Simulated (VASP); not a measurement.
Write the native input for VASP 6.6.1 that does the following.

| Property | Result |
| --- | --- |
| Task | single point |
| Functional | LDA |
| Potentials or basis | VASP PAW PBE potentials, release 64 (Eu) |
| Cutoff | 520 eV |
| k mesh | 8 × 8 × 8 |
| Occupations | fermi-dirac, width 0.05 eV |
| Spin | collinear spin, ferromagnetic start |
| Starting moments | [7.0] μB |
| Dipole correction | no |
| Further INCAR settings | ALGO = Normal; EDIFF = 1e-07; NBANDS = 18 |

The structure of Eu lies in POSCAR:

```
Eu
1.0
   -2.2718745629      2.2718745629      2.2718745629
    2.2718745629     -2.2718745629      2.2718745629
    2.2718745629      2.2718745629     -2.2718745629
Eu
1
Direct
    0.0000000000      0.0000000000      0.0000000000
```

This cell differs from its parent crystal: volume scaled by 0.96.

These files were run (other wordings do the same):

INCAR

```
PREC = Accurate
ENCUT = 520
EDIFF = 1E-7
ISMEAR = -1
SIGMA = 0.05
LREAL = False
LASPH = True
NELM = 150
ALGO = Normal
ISIF = 2
LWAVE = False
LCHARG = True
ISPIN = 2
MAGMOM = 7
LORBIT = 11
LMAXMIX = 6
GGA = CA
LELF = True
LVHAR = True
NBANDS = 18
```

KPOINTS

```
Automatic mesh
0
Gamma
  8 8 8
```

Potentials or basis: VASP PAW PBE potentials, release 64 (Eu).

Command:

```sh
$ cat potpaw_PBE.64/Eu/POTCAR > POTCAR
$ mpirun -np 1 vasp_std > vasp.out
```

Results of the run:

The pressure is -3.7 GPa and the net moment is 7.22 μB per cell. The site moments are Eu +6.69 μB. The valence electrons inside the program's atomic spheres are Eu 14.66.

Caveat: the PAW data sets were made with another functional, which shifts forces and pressure a little.

It took 44 s on 1 thread of Intel(R) Xeon(R) Platinum 8559C (Emerald Rapids), on a shared host, peak memory 0.19 GiB.
